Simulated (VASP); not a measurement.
# Os (Fm-3m) in VASP: notebook

Aim: see how the results for Os move with the level of theory and the settings. Levels: PBEsol, PBE. Tasks: single point.

Everything below comes from runs of VASP 6.6.1. Logs are shortened: lines on timing, memory, paths and dates and some standing lists are left out, and cuts for length are marked.

**1. The cell of the first run**

It takes space group Fm-3m (No. 225, cubic). Conventional cell: a = 3.941 Å, b = 3.941 Å, c = 3.941 Å, α = 90.00°, β = 90.00°, γ = 90.00°. Os (site symmetry m-3m) has 12 Os at 2.79 Å within 3.7 Å.

**2. Single point, PBEsol (functional pbesol, volume scaled by 1.04)**

INCAR

```
PREC     = Accurate       # precision mode
ENCUT    = 520            # plane-wave cutoff, eV
EDIFF    = 1E-6           # SCF threshold, eV
ISMEAR   = -1             # smearing method
SIGMA    = 0.03           # smearing width, eV
LREAL    = F              # projectors in reciprocal space
LASPH    = T              # aspherical terms in the spheres
NELM     = 80             # most SCF steps
ALGO     = Normal         # electronic algorithm
ISIF     = 2              # what is computed and relaxed
LWAVE    = F              # write WAVECAR
LCHARG   = F              # write CHGCAR
GGA      = PS             # functional
NBANDS   = 10             # bands
```

KPOINTS

```
regular mesh
0
Gamma
  14 14 14
```

POSCAR

```
Os
1.0
    0.0000000000      1.9705950404      1.9705950404
    1.9705950404      0.0000000000      1.9705950404
    1.9705950404      1.9705950404      0.0000000000
Os
1
Direct
    0.0000000000      0.0000000000      0.0000000000
```

Potentials or basis: VASP PAW PBE potentials, release 64 (Os).

Started as:

```console
cat potpaw_PBE.64/Os/POTCAR > POTCAR
mpirun -np 1 vasp_std > vasp.out
```

OUTCAR:

```text
PREC = Accurate
   ENCUT = 520
   EDIFF = 1E-6
   ISMEAR = -1
   LREAL = F
   LASPH = T
   NELM = 80
   ISIF = 2
   GGA = PS

 ion  position               nearest neighbor table
   1  0.000  0.000  0.000-

  LATTYP: Found a face centered cubic cell.
 ALAT       =     3.9411900808

  Lattice vectors:

 A1 = (   0.0000000000,   1.9705950404,   1.9705950404)
 A2 = (   1.9705950404,   0.0000000000,   1.9705950404)
 A3 = (   1.9705950404,   1.9705950404,   0.0000000000)

Analysis of symmetry for initial positions (statically):
=====================================================================
 Subroutine PRICEL returns:
 Original cell was already a primitive cell.

 Routine SETGRP: Setting up the symmetry group for a
 face centered cubic supercell.

 Subroutine GETGRP returns: Found 48 space group operations
 (whereof 48 operations were pure point group operations)
 out of a pool of 48 trial point group operations.

The static configuration has the point symmetry O_h .

Analysis of symmetry for dynamics (positions and initial velocities):
=====================================================================
 Subroutine PRICEL returns:
 Original cell was already a primitive cell.

 Routine SETGRP: Setting up the symmetry group for a
 face centered cubic supercell.

 Subroutine GETGRP returns: Found 48 space group operations
 (whereof 48 operations were pure point group operations)
 out of a pool of 48 trial point group operations.

The dynamic configuration has the point symmetry O_h .

 Subroutine INISYM returns: Found 48 space group operations
 (whereof 48 operations are pure point group operations),
 and found     1 'primitive' translations

----------------------------------------------------------------------------------------

                                     Primitive cell

  volume of cell :      15.3046

  direct lattice vectors                    reciprocal lattice vectors
     0.000000000  1.970595040  1.970595040    -0.253730467  0.253730467  0.253730467
     1.970595040  0.000000000  1.970595040     0.253730467 -0.253730467  0.253730467
     1.970595040  1.970595040  0.000000000     0.253730467  0.253730467 -0.253730467

  length of vectors
     2.786842232  2.786842232  2.786842232     0.439474060  0.439474060  0.439474060

  position of ions in fractional coordinates (direct lattice)
[... 74 lines left out ...]
   LASPH  =      T    aspherical Exc in radial PAW
   ENCUT  =  520.0 eV  38.22 Ry    6.18 a.u.   5.18  5.18  5.18*2*pi/ulx,y,z
   NELM   =     80;   NELMIN=  2; NELMDL= -5     # of ELM steps
   EDIFF  = 0.1E-05   stopping-criterion for ELM
   LREAL  =      F    real-space projection
   EDIFFG = 0.1E-04   stopping-criterion for IOM
   NSW    =      0    number of steps for IOM
   IBRION =     -1    ionic relax: 0-MD 1-quasi-New 2-CG
   NFREE  =      0    steps in history (QN), initial steepest desc. (CG)
   ISIF   =      2    stress and relaxation
   ISYM   =      2    0-nonsym 1-usesym 2-fastsym
   POTIM  = 0.5000    time-step for ionic-motion
   TEBEG  =    0.0;   TEEND  =   0.0 temperature during run
   PSTRESS=    0.0 pullay stress
   NELECT =       8.0000    total number of electrons
   NUPDOWN=      -1.0000    fix difference up-down
   EMIN   =  10.00;   EMAX   =-10.00  energy-range for DOS
   EFERMI =   0.00;   METHOD = LEGACY
   ISMEAR =    -1;   SIGMA  =   0.03  broadening in eV -4-tet -1-fermi 0-gaus
   EFERMI_NEDOS =   21; number of points for ismear=-14 and -15
   IALGO  =     38    algorithm
   IMIX   =      4    mixing-type and parameters
     AMIX     =   0.40;   BMIX     =  1.00
     AMIX_MAG =   1.60;   BMIX_MAG =  1.00
  volume/ion in A,a.u.               =      15.30       103.28
  Fermi-wavevector in a.u.,A,eV,Ry     =   1.318755  2.492086 23.662092  1.739115
  Thomas-Fermi vector in A             =   2.448702
   LORBIT       =      0    0 simple, 1 ext, 2 COOP (PROOUT), +10 PAW based schemes
   GGA     = PS    functional components
   LHFCALC =     F    Hartree Fock is set to
   AEXX    =    0.0000 exact exchange contribution
   IVDW    =     0    specifies the selected vdW correction
   LEPSILON=     F    determine dielectric tensor
   LRPA    =     F    only Hartree local field effects (RPA)
 non-spin polarized calculation
  energy-cutoff  :      520.00
  volume of cell :       15.30
 maximum number of plane-waves:       428
 NGX is ok and might be reduce to    24
   NGX = 11   NGY = 11   NGZ = 11

 number of electron       8.0000001 magnetization

 Free energy of the ion-electron system (eV)
  ---------------------------------------------------
  ext. energy  EPLUGINS =         0.00000000
  ---------------------------------------------------
  free energy    TOTEN  =       -11.94852404 eV

  energy without entropy =      -11.94382945  energy(sigma->0) =      -11.94617674

 E-fermi :   7.8423     XC(G=0): -13.6446

 val. band max:        7.8403473717   @ k =  -0.3571   0.3571   0.0000
 cond. band min:       7.8491757089   @ k =  -0.4286   0.3571   0.1429
 fundamental gap:      0.0088283372
 Fermi energy:         7.8423212373

 k-point     1 :       0.0000    0.0000    0.0000
  band No.  band energies     occupation
      1      -2.1910      2.00000
      2       5.2421      2.00000
      3       5.2421      2.00000
      4       5.2421      2.00000
      5       7.9043      0.22484
      6       7.9043      0.22483
      7      22.1905      0.00000
      8      27.4590      0.00000
      9      27.4590      0.00000
     10      27.4590      0.00000
[... 287 lines left out ...]
 k-point    24 :       0.2857    0.1429    0.0000
  band No.  band energies     occupation
      1       0.4717      2.00000
      2       3.8629      2.00000
      3       5.5665      2.00000
      4       6.3264      2.00000
      5       7.6135      1.99903
      6       8.8448      0.00000
      7      22.7814      0.00000
      8      25.7481      0.00000
      9      27.6680      0.00000
     10      28.6391      0.00000

 [... further k-points ...]
[... 5 lines left out ...]
  --------------------------------------------------------------------------------------
  -------------------------------------------------------------------------------------
  Total       -3.0360912     -3.0360912     -3.0360912     -0.0000000     -0.0000000     -0.0000000
  in kB     -317.8361178   -317.8361178   -317.8361178     -0.0000000     -0.0000000     -0.0000000
  external PRESSURE =    -317.8361178 kB  Pullay stress =       0.0000000 kB

 VOLUME and BASIS-vectors are now :
 -----------------------------------------------------------------------------
  energy-cutoff  :      520.00
  volume of cell :       15.30
      direct lattice vectors                 reciprocal lattice vectors
     0.000000000  1.970595040  1.970595040    -0.253730467  0.253730467  0.253730467
     1.970595040  0.000000000  1.970595040     0.253730467 -0.253730467  0.253730467
     1.970595040  1.970595040  0.000000000     0.253730467  0.253730467 -0.253730467

 POSITION                                       TOTAL-FORCE (eV/Angst)
 -----------------------------------------------------------------------------------
      0.00000      0.00000      0.00000         0.000000     -0.000000     -0.000000
 -----------------------------------------------------------------------------------
    total drift:                               -0.000000      0.000000     -0.000000

  FREE ENERGIE OF THE ION-ELECTRON SYSTEM (eV)
  ---------------------------------------------------
  free  energy   TOTEN  =       -11.9485240408 eV

  energy  without entropy=      -11.9438294481  energy(sigma->0) =      -11.94617674
```

OSZICAR:

```text
N       E                     dE             d eps       ncg     rms          rms(c)
DAV:   1     0.328143028653E+02    0.32814E+02   -0.41380E+03  2128   0.735E+02
DAV:   2    -0.117012348396E+02   -0.44516E+02   -0.41022E+02  2140   0.192E+02
DAV:   3    -0.127799224997E+02   -0.10787E+01   -0.10711E+01  2440   0.279E+01
DAV:   4    -0.127827797599E+02   -0.28573E-02   -0.28569E-02  2294   0.159E+00
DAV:   5    -0.127827897806E+02   -0.10021E-04   -0.10021E-04  2276   0.866E-02    0.140E+01
DAV:   6    -0.121103536085E+02    0.67244E+00   -0.89658E-01  2456   0.742E+00    0.554E+00
DAV:   7    -0.119532003809E+02    0.15715E+00   -0.47779E-01  2532   0.514E+00    0.284E-01
DAV:   8    -0.119500163244E+02    0.31841E-02   -0.20628E-03  2160   0.363E-01    0.194E-01
DAV:   9    -0.119485233160E+02    0.14930E-02   -0.68317E-04  2276   0.275E-01    0.282E-02
DAV:  10    -0.119485240408E+02   -0.72485E-06   -0.76984E-06  2246   0.201E-02
   1 F= -.11948524E+02 E0= -.11946177E+02  d E =-.469459E-02
```

stdout:

```text
POSCAR found type information on POSCAR Os
 POSCAR found :  1 types and       1 ions
 scaLAPACK will be used
 -----------------------------------------------------------------------------
|                                                                             |
|                                                                             |
|     You enforced a specific xc type in the INCAR file but a different       |
|     I HOPE YOU KNOW WHAT YOU ARE DOING!                                     |
|                                                                             |
 -----------------------------------------------------------------------------

 LDA part: xc-table for (Slater+PW92), standard interpolation
 POSCAR, INCAR and KPOINTS ok, starting setup
 FFT: planning ... GRIDC
 FFT: planning ... GRID_SOFT
 FFT: planning ... GRID
 WAVECAR not read
 entering main loop
```

It took 5.3 s on 1 thread of Intel Xeon 6975P-C (Granite Rapids), shared host; peak memory 0.14 GiB.

Results:

```
Free energy            : -11.9485 eV
Pressure               : -31.8 GPa
Band gap on the k mesh : zero (band 4 reaches 10.04 eV, above the bottom of band 5 at 6.70 eV)
```

Levels at points of the mesh, in eV from the Fermi level:
```tsv
k point	band 1	band 2	band 3	band 4	band 5	band 6	band 7	band 8
(0.00, 0.00, 0.00)	-10.03	-2.60	-2.60	-2.60	0.06	0.06	14.35	19.62
(0.50, 0.00, 0.00)	-6.90	-2.73	-2.73	-0.16	2.16	2.16	7.92	13.85
(0.50, 0.50, 0.00)	-6.69	-6.03	2.12	2.20	2.75	2.75	10.87	11.72
```

Caveat: the cell differs from its parent crystal (functional pbesol, volume scaled by 1.04); the PAW data sets were made with another functional, which shifts forces and pressure a little; spin-orbit coupling is left out, which moves the levels of the heavy elements.

**3. Single point, PBE, non-collinear spin, zero start, spin-orbit coupling**

This run uses another cell than the first one, of 14.72 Å³/atom, 0.962 times its volume.

INCAR

```
PREC = Accurate ; ENCUT = 520
EDIFF = 1E-6 ; ISMEAR = -1
SIGMA = 0.03 ; LREAL = False
LASPH = True ; NELM = 150
ALGO = Normal ; ISIF = 2
LWAVE = False ; LCHARG = False
MAGMOM = 0 0 0 ; LORBIT = 11
LSORBIT = True ; GGA_COMPAT = False
LORBMOM = True ; LMAXMIX = 4
GGA = PE ; NBANDS = 19
```

KPOINTS

```
Automatic mesh
0
Gamma
  14 14 14
```

POSCAR

```
Os
1.0
    0.0000000000      1.9450000000      1.9450000000
    1.9450000000      0.0000000000      1.9450000000
    1.9450000000      1.9450000000      0.0000000000
Os
1
Direct
    0.0000000000      0.0000000000      0.0000000000
```

Potentials or basis: VASP PAW PBE potentials, release 64 (Os).

Started as:

```console
cat potpaw_PBE.64/Os/POTCAR > POTCAR
mpirun -np 1 vasp_ncl > vasp.out
```

Run time: 31 s. Hardware: 1 thread of Intel Xeon 6975P-C (Granite Rapids), shared host; peak memory 0.18 GiB.

Results (log left out):

* Free energy: -11.4360 eV
* Pressure: -9.2 GPa
* Net moment: 0.00 μB per cell
* Valence electrons inside the program's atomic spheres: Os 7.30

Moments on the atoms (μB; x, y, z):
```
Os  0.00 0.00 0.00
```
